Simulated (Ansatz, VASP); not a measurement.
## One calculation of BAs, two programs

```
As B
1.0
     0.00000    2.38850    2.38850
     2.38850    0.00000    2.38850
     2.38850    2.38850    0.00000
As B
1 1
Direct
  0.75000 0.75000 0.75000
  0.00000 0.00000 0.00000
```

Alike in both runs: task single point; functional PBE; k mesh 10 × 10 × 10; occupations gaussian, width 0.012 eV; no spin polarisation.

```csv
,VASP,Ansatz
version,VASP 6.6.1,Ansatz 0.2.0
potentials or method,"VASP PAW PBE potentials, release 64 (As, B)",Ansatz PAW
plane-wave cutoff (eV),520,420
valence electrons in the cell,8,18
```

VASP gave:

| Quantity | Value |
| --- | --- |
| gap on the k mesh at the Fermi level (eV) | 1.18 |
| least direct gap on the mesh (eV) | 3.28 |
| pressure (GPa) | 3.4 |

What did Ansatz give for the same quantities?

gap on the k mesh at the Fermi level (eV): 1.18; least direct gap on the mesh (eV): 3.28; pressure (GPa): 2.8.

VASP's potentials hold 8 valence electrons a cell and Ansatz's 18, so a difference there can come from the potentials and not from the codes.
